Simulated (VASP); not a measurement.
CuRe12 (a cell with a defect), 13 atoms in the cell. The cell holds a defect, 13 atoms: a = 5.520 Å, b = 8.280 Å, c = 4.457 Å, α = 90.00°, β = 90.00°, γ = 120.00°. 

| Property | Result |
| --- | --- |
| Program | VASP 6.6.1 |
| Task | single point |
| Functional | PBEsol |
| Potentials or basis | VASP PAW PBE potentials, release 64 (Re, Cu) |
| Cutoff | 520 eV |
| k mesh | 3 × 2 × 3 |
| Occupations | fermi-dirac, width 0.1 eV |
| Spin | no spin polarisation |
| Dipole correction | no |
| Further INCAR settings | ALGO = Normal; EDIFF = 1e-07; NBANDS = 60 |

Potentials or basis: VASP PAW PBE potentials, release 64 (Re, Cu).

Run with:

```bash
$ cat potpaw_PBE.64/Re/POTCAR potpaw_PBE.64/Cu/POTCAR > POTCAR
$ mpirun -np 1 vasp_std > vasp.out
```

Hardware: 1 thread of Oxide Virtual Turin-like Processor, on a shared host.

Task: How long does it take, and how much memory?

Result: Wall time 11 min on 1 thread of Oxide Virtual Turin-like Processor, on a shared host, peak memory 0.31 GiB. Counts: scf iterations 57, k points 10.
